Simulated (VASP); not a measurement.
# Cs (P6_3/mmc) in VASP: notebook, part 2 of 2

VASP 6.6.1.

## Step 3: Single point, PBE

The input, INCAR:

```
ALGO = Normal
EDIFF = 1E-6
ENCUT = 500
GGA = PE
GGA_COMPAT = F
ISIF = 2
ISMEAR = 1
LASPH = T
LCHARG = F
LREAL = F
LWAVE = F
NBANDS = 16
NELM = 120
PREC = Accurate
SIGMA = 0.05
```

The input, KPOINTS:

```
k-points
0
Gamma
  3 3 2
```

The input, POSCAR:

```
Cs
1.0
    5.5663060500      0.0000000000      0.0000000000
   -2.7831530300      4.8205624500      0.0000000000
    0.0000000000      0.0000000000      9.2584789600
Cs
2
Direct
    0.3333333296      0.6666666687      0.2500000000
    0.6666666694      0.3333333292      0.7500000000
```

Potentials or basis: VASP PAW PBE potentials, release 64 (Cs_sv).

Run with:

```bash
> cat potpaw_PBE.64/Cs_sv/POTCAR > POTCAR
> mpirun -np 1 vasp_std > vasp.out
```

OUTCAR:

```text
EDIFF = 1E-6
   ENCUT = 500
   GGA = PE
   ISIF = 2
   ISMEAR = 1
   LASPH = T
   LREAL = F
   NELM = 120
   PREC = Accurate

 ion  position               nearest neighbor table
   1  0.333  0.667  0.250-
   2  0.667  0.333  0.750-

  LATTYP: Found a hexagonal cell.
 ALAT       =     5.5663060500
 C/A-ratio  =     1.6633075646

  Lattice vectors:

 A1 = (   5.5663060500,   0.0000000000,   0.0000000000)
[... 280 lines left out ...]
     16       2.9029      0.00000

------------------------ aborting loop because EDIFF is reached ----------------------------------------

  FORCE on cell =-STRESS in cart. coord.  units (eV):
  Direction    XX          YY          ZZ          XY          YZ          ZX
  --------------------------------------------------------------------------------------
  -------------------------------------------------------------------------------------
  Total       -0.1237071     -0.1237071     -0.3390553      0.0000000     -0.0000000      0.0000000
  in kB       -0.7978126     -0.7978126     -2.1866370      0.0000000     -0.0000000      0.0000000
  external PRESSURE =      -1.2607540 kB  Pullay stress =       0.0000000 kB

 VOLUME and BASIS-vectors are now :
 -----------------------------------------------------------------------------
  energy-cutoff  :      500.00
  volume of cell :      248.43
      direct lattice vectors                 reciprocal lattice vectors
     5.566306050  0.000000000  0.000000000     0.179652357  0.103722337  0.000000000
    -2.783153030  4.820562450  0.000000000     0.000000000  0.207444673  0.000000000
     0.000000000  0.000000000  9.258478960     0.000000000  0.000000000  0.108009102

 POSITION                                       TOTAL-FORCE (eV/Angst)
 -----------------------------------------------------------------------------------
     -0.00000      3.21371      2.31462         0.000000     -0.000000      0.000000
      2.78315      1.60685      6.94386        -0.000000      0.000000      0.000000
 -----------------------------------------------------------------------------------
    total drift:                               -0.000005      0.000007      0.000000

  FREE ENERGIE OF THE ION-ELECTRON SYSTEM (eV)
  ---------------------------------------------------
  free  energy   TOTEN  =        -1.7252763495 eV

  energy  without entropy=       -1.7183994447  energy(sigma->0) =       -1.72298405
```

OSZICAR:

```text
N       E                     dE             d eps       ncg     rms          rms(c)
DAV:   1     0.136935362426E+03    0.13694E+03   -0.56684E+03   192   0.783E+02
DAV:   2     0.156563798614E+02   -0.12128E+03   -0.11627E+03   304   0.150E+02
DAV:   3    -0.133302472042E+01   -0.16989E+02   -0.16894E+02   248   0.621E+01
DAV:   4    -0.171802943871E+01   -0.38500E+00   -0.38432E+00   280   0.106E+01
DAV:   5    -0.172100651025E+01   -0.29771E-02   -0.29770E-02   256   0.950E-01    0.190E-01
DAV:   6    -0.172271666927E+01   -0.17102E-02   -0.28684E-03   272   0.249E-01    0.135E-01
DAV:   7    -0.172505212629E+01   -0.23355E-02   -0.60898E-03   232   0.362E-01    0.505E-02
DAV:   8    -0.172527203245E+01   -0.21991E-03   -0.30238E-04   240   0.838E-02    0.115E-02
DAV:   9    -0.172527624335E+01   -0.42109E-05   -0.27061E-05   264   0.236E-02    0.547E-03
DAV:  10    -0.172527634946E+01   -0.10612E-06   -0.32400E-06   200   0.673E-03
   1 F= -.17252763E+01 E0= -.17229840E+01  d E =-.687690E-02
```

stdout:

```text
POSCAR found type information on POSCAR Cs
 POSCAR found :  1 types and       2 ions
 scaLAPACK will be used
 LDA part: xc-table for (Slater+PW92), standard interpolation
 POSCAR, INCAR and KPOINTS ok, starting setup
 FFT: planning ... GRIDC
 FFT: planning ... GRID_SOFT
 FFT: planning ... GRID
 WAVECAR not read
 entering main loop
```

Wall time 30 s (1 thread of Intel Xeon 8259CL, shared host); peak memory 0.32 GiB.

What came out:

* Free energy: -1.7253 eV
* Pressure: -0.1 GPa
* Band gap on the k mesh: zero (bands 9 and 10 overlap by 1.84 eV)

Stress tensor (GPa, compression positive):
```
-0.08  0.00  0.00
 0.00 -0.08  0.00
 0.00  0.00 -0.22
```

Levels at points of the mesh, in eV from the Fermi level:
```
           k point  band 5  band 6  band 7  band 8  band 9  band 10  band 11  band 12  band 13  band 14
(0.00, 0.00, 0.00)  -10.42  -10.41  -10.41  -10.40   -1.35     0.21     0.90     2.57     2.62     2.62
(0.00, 0.00, 0.50)  -10.42  -10.42  -10.42  -10.42   -0.79    -0.79     1.82     1.82     2.63     2.63
```

Caveat: the k points lie up to 0.43 Å⁻¹ apart, too coarse for converged energies and pressures of a metal; spin-orbit coupling is left out, which moves the levels of the heavy elements.

## Step 4: Single point, PBE

The input, INCAR:

```
PREC = Accurate
ENCUT = 500
EDIFF = 1E-6
ISMEAR = 1
SIGMA = 0.05
LREAL = False
LASPH = True
NELM = 120
ALGO = Normal
ISIF = 2
LWAVE = False
LCHARG = False
GGA = PE
NBANDS = 16
GGA_COMPAT = False
```

The input, KPOINTS:

```
Automatic mesh
0
Gamma
  4 4 2
```

POSCAR is that of step 3.

Potentials or basis: VASP PAW PBE potentials, release 64 (Cs_sv).

Run with:

```bash
> cat potpaw_PBE.64/Cs_sv/POTCAR > POTCAR
> mpirun -np 1 vasp_std > vasp.out
```

OUTCAR:

```text
PREC = Accurate
   ENCUT = 500
   EDIFF = 1E-6
   ISMEAR = 1
   LREAL = False
   LASPH = True
   NELM = 120
   ISIF = 2
   GGA = PE

 ion  position               nearest neighbor table
   1  0.333  0.667  0.250-
   2  0.667  0.333  0.750-

  LATTYP: Found a hexagonal cell.
 ALAT       =     5.5663060500
 C/A-ratio  =     1.6633075646

  Lattice vectors:

 A1 = (   5.5663060500,   0.0000000000,   0.0000000000)
 A2 = (  -2.7831530300,   4.8205624500,   0.0000000000)
 A3 = (   0.0000000000,   0.0000000000,   9.2584789600)

Analysis of symmetry for initial positions (statically):
=====================================================================
 Subroutine PRICEL returns:
 Original cell was already a primitive cell.

 Routine SETGRP: Setting up the symmetry group for a
 hexagonal supercell.

 Subroutine GETGRP returns: Found 24 space group operations
 (whereof 12 operations were pure point group operations)
 out of a pool of 24 trial point group operations.

The static configuration has the point symmetry D_3d.
 The point group associated with its full space group is D_6h.

[... 144 lines left out ...]

 E-fermi :   0.4371     XC(G=0):  -5.2130

 val. band max:        0.2704583810   @ k =   0.5000  -0.0000   0.0000
 cond. band min:       0.4684327161   @ k =   0.2500   0.2500   0.5000
 fundamental gap:      0.1979743351
 Fermi energy:         0.4370632420

 k-point     1 :       0.0000    0.0000    0.0000
  band No.  band energies     occupation
      1     -23.6204      2.00000
      2     -23.6166      2.00000
      3     -10.4747      2.00000
      4     -10.3877      2.00000
      5     -10.3877      2.00000
      6     -10.3762      2.00000
[... 129 lines left out ...]
      3     -10.4611      2.00000
      4     -10.4611      2.00000
      5     -10.4230      2.00000
      6     -10.4230      2.00000
[... 8 lines left out ...]
     15       2.7743      0.00000
     16       2.7743      0.00000

------------------------ aborting loop because EDIFF is reached ----------------------------------------

  FORCE on cell =-STRESS in cart. coord.  units (eV):
  Direction    XX          YY          ZZ          XY          YZ          ZX
  --------------------------------------------------------------------------------------
  -------------------------------------------------------------------------------------
  Total       -0.0510068     -0.0510068     -0.3830696      0.0000000     -0.0000000      0.0000000
  in kB       -0.3289530     -0.3289530     -2.4704942      0.0000000     -0.0000000      0.0000000
  external PRESSURE =      -1.0428001 kB  Pullay stress =       0.0000000 kB

 VOLUME and BASIS-vectors are now :
 -----------------------------------------------------------------------------
  energy-cutoff  :      500.00
  volume of cell :      248.43
      direct lattice vectors                 reciprocal lattice vectors
     5.566306050  0.000000000  0.000000000     0.179652357  0.103722337  0.000000000
    -2.783153030  4.820562450  0.000000000     0.000000000  0.207444673  0.000000000
     0.000000000  0.000000000  9.258478960     0.000000000  0.000000000  0.108009102

 POSITION                                       TOTAL-FORCE (eV/Angst)
 -----------------------------------------------------------------------------------
     -0.00000      3.21371      2.31462        -0.000000     -0.000000      0.000000
      2.78315      1.60685      6.94386         0.000000      0.000000      0.000000
 -----------------------------------------------------------------------------------
    total drift:                               -0.000005      0.000007      0.000000

  FREE ENERGIE OF THE ION-ELECTRON SYSTEM (eV)
  ---------------------------------------------------
  free  energy   TOTEN  =        -1.6886534630 eV

  energy  without entropy=       -1.6879911713  energy(sigma->0) =       -1.68843270
```

Run time: 49 s. Hardware: 1 thread of Intel Xeon 8259CL, shared host; peak memory 0.32 GiB.

Results:

```yaml
Free_energy: -1.6887 eV
Pressure: -0.1 GPa
Band_gap_on_the_k_mesh: zero (bands 9 and 10 overlap by 1.25 eV)
```

Caveat: spin-orbit coupling is left out, which moves the levels of the heavy elements.

## Step 5: Single point, PBE

The input, INCAR:

```
PREC     = Accurate       # precision mode
ENCUT    = 500            # plane-wave cutoff, eV
EDIFF    = 1E-6           # SCF threshold, eV
ISMEAR   = 1              # smearing method
SIGMA    = 0.05           # smearing width, eV
LREAL    = False          # projectors in reciprocal space
LASPH    = True           # aspherical terms in the spheres
NELM     = 120            # most SCF steps
ALGO     = Normal         # electronic algorithm
ISIF     = 2              # what is computed and relaxed
LWAVE    = False          # write WAVECAR
LCHARG   = False          # write CHGCAR
GGA      = PE             # functional
NBANDS   = 16             # bands
GGA_COMPAT= False
```

The input, KPOINTS:

```
regular mesh
0
Gamma
  5 5 3
```

POSCAR is that of step 4.

Run with:

```bash
> cat potpaw_PBE.64/Cs_sv/POTCAR > POTCAR
> mpirun -np 1 vasp_std > vasp.out
```

Run time: 52 s. Hardware: 1 thread of Intel Xeon 8259CL, shared host; peak memory 0.33 GiB.

It converged, with:

```
Free energy            : -1.7270 eV
Pressure               : -0.1 GPa
Band gap on the k mesh : zero (bands 9 and 10 overlap by 1.04 eV)
```

Levels at points of the mesh, in eV from the Fermi level:
| k point | band 5 | band 6 | band 7 | band 8 | band 9 | band 10 | band 11 | band 12 | band 13 | band 14 |
| --- | --- | --- | --- | --- | --- | --- | --- | --- | --- | --- |
| (0.00, 0.00, 0.00) | -10.78 | -10.77 | -10.77 | -10.77 | -1.71 | -0.16 | 0.54 | 2.20 | 2.25 | 2.25 |

Caveat: spin-orbit coupling is left out, which moves the levels of the heavy elements.

## Step 6: Single point, PBE

The input, INCAR:

```
SYSTEM = Cs
PREC = Accurate
ENCUT = 500
EDIFF = 1E-6
ISMEAR = 1
SIGMA = 0.05
LREAL = .FALSE.
LASPH = .TRUE.
NELM = 120
ALGO = Normal
ISIF = 2
LWAVE = .FALSE.
LCHARG = .TRUE.
GGA = PE
LELF = .TRUE.
LVHAR = .TRUE.
NBANDS = 16
GGA_COMPAT = .FALSE.
```

The input, KPOINTS:

```
Automatic mesh
0
G
  6 6 3
  0 0 0
```

POSCAR is that of step 5.

Potentials or basis: VASP PAW PBE potentials, release 64 (Cs_sv).

Run with:

```bash
> cat potpaw_PBE.64/Cs_sv/POTCAR > POTCAR
> mpirun -np 1 vasp_std > vasp.out
```

Wall time 87 s (1 thread of Intel Xeon 8259CL, shared host); peak memory 0.34 GiB.

The run converged. Its results:

```yaml
Free_energy: -1.6709 eV
Pressure: -0.1 GPa
Band_gap_on_the_k_mesh: zero (bands 9 and 10 overlap by 1.39 eV)
```

Stress tensor (GPa, compression positive):
```
-0.06  0.00  0.00
 0.00 -0.06  0.00
 0.00  0.00 -0.14
```

Levels at points of the mesh, in eV from the Fermi level:
```csv
k point,band 5,band 6,band 7,band 8,band 9,band 10,band 11,band 12,band 13,band 14
"(0.00, 0.00, 0.00)",-10.67,-10.66,-10.66,-10.66,-1.61,-0.05,0.65,2.31,2.36,2.36
"(0.50, 0.00, 0.00)",-10.71,-10.69,-10.68,-10.67,0.00,0.33,0.80,0.99,1.55,1.91
```

Caveat: spin-orbit coupling is left out, which moves the levels of the heavy elements.

## Step 7: Summary

| k mesh | gap on the mesh (eV) | pressure (GPa) |
| --- | --- | --- |
| 2 × 2 × 1 | none | -0.2 |
| 3 × 3 × 2 | none | -0.1 |
| 4 × 4 × 2 | none | -0.1 |
| 5 × 5 × 3 | none | -0.1 |
| 6 × 6 × 3 | none | -0.1 |

Alike in all rows: task single point; level PBE; potentials or basis VASP PAW PBE potentials, release 64 (Cs_sv); no spin polarisation; cell as given; cutoff (eV) 500; smearing methfessel-paxton 0.05 eV.

Caveats: some runs use coarse meshes; spin-orbit coupling is left out, which moves the levels of the heavy elements.

Absolute energies hang on the potentials; compare differences alone.
